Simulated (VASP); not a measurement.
# Te2Mo in VASP: notebook, part 2 of 3

VASP 6.6.1. Earlier steps stand in the parts before.

**3. Single point, PBE+U**

This run uses another cell than the first one.

INCAR

```
SYSTEM = Te2Mo
PREC     = Accurate       ! precision mode
ENCUT    = 520            ! plane-wave cutoff, eV
EDIFF    = 1E-7           ! SCF threshold, eV
ISMEAR   = -1             ! smearing method
SIGMA    = 0.05           ! smearing width, eV
LREAL    = .False.        ! projectors in reciprocal space
LASPH    = .True.         ! aspherical terms in the spheres
NELM     = 150            ! most SCF steps
ALGO     = Normal         ! electronic algorithm
ISIF     = 2              ! what is computed and relaxed
LWAVE    = .False.        ! write WAVECAR
LCHARG   = .False.        ! write CHGCAR
LMAXMIX  = 4              ! l up to which the mixer works
LDAU     = .True.         ! DFT+U
LDAUTYPE = 2            
LDAUL    = -1 2           ! shell
LDAUU    = 0 6            ! U, eV
LDAUJ    = 0 0          
LDAUPRINT= 1            
GGA      = PE             ! functional
NBANDS   = 35             ! bands
```

KPOINTS

```
regular mesh
0
Gamma
  3 6 1
  0 0 0
```

POSCAR

```
Te2Mo
1.0
    6.3616090156      0.0000000000      0.0000000000
    0.0000000000      3.4804030600      0.0000000000
   -0.0857412231      0.0000000000     36.1758904685
Te Mo
4 2
Direct
    0.4292511000      0.7500000000      0.5407035800
    0.5707489000      0.2500000000      0.4592964200
    0.9208478700      0.2500000000      0.5565273200
    0.0791521300      0.7500000000      0.4434726800
    0.1813475600      0.2500000000      0.4974653700
    0.8186524400      0.7500000000      0.5025346300
```

Potentials or basis: VASP PAW PBE potentials, release 64 (Te, Mo_sv).

Command:

```console
> cat potpaw_PBE.64/Te/POTCAR potpaw_PBE.64/Mo_sv/POTCAR > POTCAR
> mpirun -np 1 vasp_std > vasp.out
```

It took 13 min on 1 thread of AMD EPYC 7R13, shared host; peak memory 0.78 GiB.

The run converged. Its results:

- Free energy: -22.1217 eV
- Largest force: 0.601 eV/Å
- Band gap on the k mesh: 0.18 eV (least direct gap 0.58 eV)

Forces on the atoms (eV/Å):
```
Te  -0.047  0.000  0.359
Te   0.047  0.000 -0.359
Te   0.012  0.000  0.601
Te  -0.012  0.000 -0.601
Mo  -0.020  0.000  0.283
Mo   0.020  0.000 -0.283
```

Levels at points of the mesh, in eV from the valence-band top:
| k point | band 22 | band 23 | band 24 | band 25 | band 26 | band 27 | band 28 | band 29 | band 30 | band 31 |
| --- | --- | --- | --- | --- | --- | --- | --- | --- | --- | --- |
| (0.00, 0.00, 0.00) | -1.16 | -1.10 | -0.90 | -0.48 | 0.00 | 0.61 | 1.11 | 1.52 | 2.10 | 2.21 |
| (0.00, 0.50, 0.00) | -2.79 | -1.74 | -1.74 | -1.51 | -1.51 | 1.37 | 1.37 | 1.77 | 1.77 | 2.22 |

Eigenvalues of the final occupation matrices:
| site | spin | trace | eigenvalues |
| --- | --- | --- | --- |
| site 5 d | 1 | 1.93 | 0.20 0.34 0.40 0.48 0.52 |
| site 5 d | 2 | 1.93 | 0.20 0.34 0.40 0.48 0.52 |
| site 6 d | 1 | 1.93 | 0.20 0.34 0.40 0.48 0.52 |
| site 6 d | 2 | 1.93 | 0.20 0.34 0.40 0.48 0.52 |

Caveat: there is no dipole correction, which matters where the two faces differ; semilocal functionals underestimate gaps, and a narrow one can read as zero; spin-orbit coupling is left out, which moves the levels of the heavy elements; the U is typed as a test and isn't derived for this compound.

**4. Single point, PBE+U**

This run uses another cell than the first one.

INCAR

```
PREC = Accurate
ENCUT = 520
EDIFF = 1E-6
ISMEAR = -1
SIGMA = 0.05
LREAL = F
LASPH = T
NELM = 150
ALGO = Normal
ISIF = 2
LWAVE = F
LCHARG = F
LMAXMIX = 4
LDAU = T
LDAUTYPE = 2
LDAUL = -1 2
LDAUU = 0 8
LDAUJ = 0 0
LDAUPRINT = 1
GGA = PE
NBANDS = 35
```

KPOINTS

```
Automatic mesh
0
Gamma
  3 6 1
```

POSCAR is that of step 3.

Command:

```console
> cat potpaw_PBE.64/Te/POTCAR potpaw_PBE.64/Mo_sv/POTCAR > POTCAR
> mpirun -np 1 vasp_std > vasp.out
```

Wall time 14 min (1 thread of AMD EPYC 7R13, shared host); peak memory 0.78 GiB.

The run converged. Its results:

| Quantity | Value |
| --- | --- |
| Free energy | -17.7146 eV |
| Largest force | 0.836 eV/Å |
| Band gap on the k mesh | 0.31 eV |

Forces on the atoms (eV/Å):
```
Te  -0.081  0.000  0.488
Te   0.081  0.000 -0.488
Te  -0.015  0.000  0.836
Te   0.015  0.000 -0.836
Mo   0.020  0.000  0.372
Mo  -0.020  0.000 -0.372
```

Levels at points of the mesh, in eV from the valence-band top:
```tsv
k point	band 22	band 23	band 24	band 25	band 26	band 27	band 28	band 29	band 30	band 31
(0.00, 0.00, 0.00)	-1.15	-1.00	-0.77	-0.52	0.00	0.31	1.53	1.57	2.09	2.40
(0.00, 0.50, 0.00)	-2.82	-1.78	-1.78	-1.46	-1.46	1.40	1.40	1.85	1.85	2.78
```

Eigenvalues of the final occupation matrices:
| site | spin | trace | eigenvalues |
| --- | --- | --- | --- |
| site 5 d | 1 | 1.91 | 0.16 0.31 0.39 0.49 0.56 |
| site 5 d | 2 | 1.91 | 0.16 0.31 0.39 0.49 0.56 |
| site 6 d | 1 | 1.91 | 0.16 0.31 0.39 0.49 0.56 |
| site 6 d | 2 | 1.91 | 0.16 0.31 0.39 0.49 0.56 |

Caveat: there is no dipole correction, which matters where the two faces differ; semilocal functionals underestimate gaps, and a narrow one can read as zero; spin-orbit coupling is left out, which moves the levels of the heavy elements; the U is typed as a test and isn't derived for this compound.

**5. Single point, LDA**

This run uses another cell than the first one.

INCAR

```
SYSTEM = Te2Mo
ALGO = Normal
EDIFF = 1E-7
ENCUT = 520
ISIF = 2
ISMEAR = -1
LASPH = .True.
LCHARG = .False.
LREAL = .False.
LWAVE = .False.
NBANDS = 35
NELM = 80
PREC = Accurate
SIGMA = 0.05
```

KPOINTS

```
k-points
0
Gamma
  4 8 1
  0 0 0
```

POSCAR is that of step 4.

Potentials or basis: VASP PAW LDA potentials, release 64 (Te, Mo_sv).

Command:

```console
> cat potpaw_LDA.64/Te/POTCAR potpaw_LDA.64/Mo_sv/POTCAR > POTCAR
> mpirun -np 1 vasp_std > vasp.out
```

OUTCAR:

```text
SYSTEM = Te2Mo
   EDIFF = 1E-7
   ENCUT = 520
   ISIF = 2
   ISMEAR = -1
   LASPH = .True.
   LREAL = .False.
   NELM = 80
   PREC = Accurate

 ion  position               nearest neighbor table
   1  0.429  0.750  0.541-   5 2.82   5 2.82   6 2.84   2 3.54   2 3.54   3 3.62   3 3.62
   2  0.571  0.250  0.459-   6 2.82   6 2.82   5 2.84   1 3.54   1 3.54   4 3.62   4 3.62
   3  0.921  0.250  0.557-   6 2.69   6 2.69   5 2.71   1 3.62   1 3.62
   4  0.079  0.750  0.443-   5 2.69   5 2.69   6 2.71   2 3.62   2 3.62
   5  0.181  0.250  0.497-   4 2.69   4 2.69   3 2.71   1 2.82   1 2.82   2 2.84   6 2.90   6 2.90

   6  0.819  0.750  0.503-   3 2.69   3 2.69   4 2.71   2 2.82   2 2.82   1 2.84   5 2.90   5 2.90

  LATTYP: Found a simple monoclinic cell.
 ALAT       =     6.3616090156
 B/A-ratio  =     0.5470947761
 C/A-ratio  =     5.6866104138
 COS(beta)  =    -0.0023701139

  Lattice vectors:

 A1 = (   6.3616090156,   0.0000000000,   0.0000000000)
 A2 = (   0.0000000000,   3.4804030600,   0.0000000000)
 A3 = (  -0.0857412231,   0.0000000000,  36.1758904685)

Analysis of symmetry for initial positions (statically):
=====================================================================
 Subroutine PRICEL returns:
 Original cell was already a primitive cell.

 Routine SETGRP: Setting up the symmetry group for a
 simple monoclinic supercell.

 Subroutine GETGRP returns: Found  4 space group operations
 (whereof  2 operations were pure point group operations)
 out of a pool of  4 trial point group operations.

The static configuration has the point symmetry S_2 .
 The point group associated with its full space group is C_2h.

Analysis of symmetry for dynamics (positions and initial velocities):
=====================================================================
 Subroutine PRICEL returns:
 Original cell was already a primitive cell.

 Routine SETGRP: Setting up the symmetry group for a
 simple monoclinic supercell.

 Subroutine GETGRP returns: Found  4 space group operations
[... 124 lines left out ...]
  Fermi-wavevector in a.u.,A,eV,Ry     =   0.657967  1.243377  5.890240  0.432920
  Thomas-Fermi vector in A             =   1.729641
   LORBIT       =      0    0 simple, 1 ext, 2 COOP (PROOUT), +10 PAW based schemes
   GGA     = CA    functional components
   LHFCALC =     F    Hartree Fock is set to
   AEXX    =    0.0000 exact exchange contribution
   IVDW    =     0    specifies the selected vdW correction
   LEPSILON=     F    determine dielectric tensor
   LRPA    =     F    only Hartree local field effects (RPA)
 non-spin polarized calculation
  energy-cutoff  :      520.00
  volume of cell :      800.97
 maximum number of plane-waves:     21707
 NGX is ok and might be reduce to    48
   NGX = 23   NGY = 13   NGZ =135

 number of electron      51.9999996 magnetization

 Free energy of the ion-electron system (eV)
  ---------------------------------------------------
  ext. energy  EPLUGINS =         0.00000000
  ---------------------------------------------------
  free energy    TOTEN  =       -40.73191369 eV

  energy without entropy =      -40.72300635  energy(sigma->0) =      -40.72746002

 E-fermi :  -2.4572     XC(G=0):  -2.3456

 val. band max:       -2.6007218478   @ k =   0.0000   0.1250   0.0000
 cond. band min:      -2.4517948429   @ k =   0.0000   0.1250   0.0000
 fundamental gap:      0.1489270049
 Fermi energy:        -2.4572184986

 k-point     1 :       0.0000    0.0000    0.0000
  band No.  band energies     occupation
      1     -63.1043      2.00000
      2     -63.0453      2.00000
      3     -37.5369      2.00000
      4     -37.4854      2.00000
      5     -37.4281      2.00000
      6     -37.3202      2.00000
[... 559 lines left out ...]
     34       0.9910      0.00000
     35       2.0439      0.00000

------------------------ aborting loop because EDIFF is reached ----------------------------------------

  FORCE on cell =-STRESS in cart. coord.  units (eV):
  Direction    XX          YY          ZZ          XY          YZ          ZX
  --------------------------------------------------------------------------------------
  -------------------------------------------------------------------------------------
  Total       -4.6606230     -5.0803496     -2.8842444      0.0000000      0.0000000      0.0232901
  in kB       -9.3226379    -10.1622163     -5.7693501      0.0000000      0.0000000      0.0465872
  external PRESSURE =      -8.4180681 kB  Pullay stress =       0.0000000 kB

 VOLUME and BASIS-vectors are now :
 -----------------------------------------------------------------------------
  energy-cutoff  :      520.00
  volume of cell :      800.97
      direct lattice vectors                 reciprocal lattice vectors
     6.361609016  0.000000000  0.000000000     0.157192936  0.000000000  0.000372566
     0.000000000  3.480403060  0.000000000     0.000000000  0.287323044  0.000000000
    -0.085741223  0.000000000 36.175890469     0.000000000  0.000000000  0.027642720

 POSITION                                       TOTAL-FORCE (eV/Angst)
 -----------------------------------------------------------------------------------
      2.68437      2.61030     19.56043         0.011034     -0.000000     -0.373928
      3.59150      0.87010     16.61546        -0.011034      0.000000      0.373928
      5.81036      0.87010     20.13287        -0.004107      0.000000     -0.430261
      0.46551      2.61030     16.04302         0.004107     -0.000000      0.430261
      1.11101      0.87010     17.99625        -0.039909     -0.000000     -0.010783
      5.16486      2.61030     18.17964         0.039909     -0.000000      0.010783
 -----------------------------------------------------------------------------------
    total drift:                                0.000000     -0.000000     -0.000000

  FREE ENERGIE OF THE ION-ELECTRON SYSTEM (eV)
  ---------------------------------------------------
  free  energy   TOTEN  =       -40.7319136872 eV

  energy  without entropy=      -40.7230063466  energy(sigma->0) =      -40.72746002
```

OSZICAR:

```text
N       E                     dE             d eps       ncg     rms          rms(c)
DAV:   1     0.439546202613E+03    0.43955E+03   -0.21271E+04  1290   0.105E+03
DAV:   2     0.121688399196E+01   -0.43833E+03   -0.42733E+03  1530   0.237E+02
DAV:   3    -0.409499321323E+02   -0.42167E+02   -0.41564E+02  1385   0.723E+01
DAV:   4    -0.422345587951E+02   -0.12846E+01   -0.12710E+01  1473   0.132E+01
[... 19 lines left out ...]
DAV:  24    -0.407319117206E+02   -0.26834E-05   -0.23011E-08   833   0.531E-04    0.751E-04
DAV:  25    -0.407319128486E+02   -0.11280E-05   -0.49214E-09   757   0.444E-04    0.162E-04
DAV:  26    -0.407319134368E+02   -0.58821E-06    0.12571E-10   753   0.205E-04    0.122E-04
DAV:  27    -0.407319136259E+02   -0.18902E-06    0.73678E-09   674   0.108E-04    0.862E-05
DAV:  28    -0.407319136872E+02   -0.61345E-07    0.88150E-09   660   0.649E-05
   1 F= -.40731914E+02 E0= -.40727460E+02  d E =-.890734E-02
```

stdout:

```text
POSCAR found type information on POSCAR TeMo
 POSCAR found :  2 types and       6 ions
 scaLAPACK will be used
 LDA part: xc-table for (Slater(with rela. corr.)+CA(PZ))
 , standard interpolation
 POSCAR, INCAR and KPOINTS ok, starting setup
 FFT: planning ... GRIDC
 FFT: planning ... GRID_SOFT
 FFT: planning ... GRID
 WAVECAR not read
 entering main loop
```

Run time: 10 min. Hardware: 1 thread of AMD EPYC 7R13 (Zen 3), shared host; peak memory 0.73 GiB.

What came out:

```yaml
Free_energy: -40.7319 eV
Largest_force: 0.430 eV/Å
Band_gap_on_the_k_mesh: zero (bands 26 and 27 overlap by 0.18 eV)
```

Forces in eV/Å, atoms in the order of the input:
```
Te   0.011  0.000 -0.374
Te  -0.011  0.000  0.374
Te  -0.004  0.000 -0.430
Te   0.004  0.000  0.430
Mo  -0.040  0.000 -0.011
Mo   0.040  0.000  0.011
```

Caveat: there is no dipole correction, which matters where the two faces differ; spin-orbit coupling is left out, which moves the levels of the heavy elements.

[end of part 2 of 3]

The gap in the log of VASP goes by the Fermi energy; the results here count the filled bands.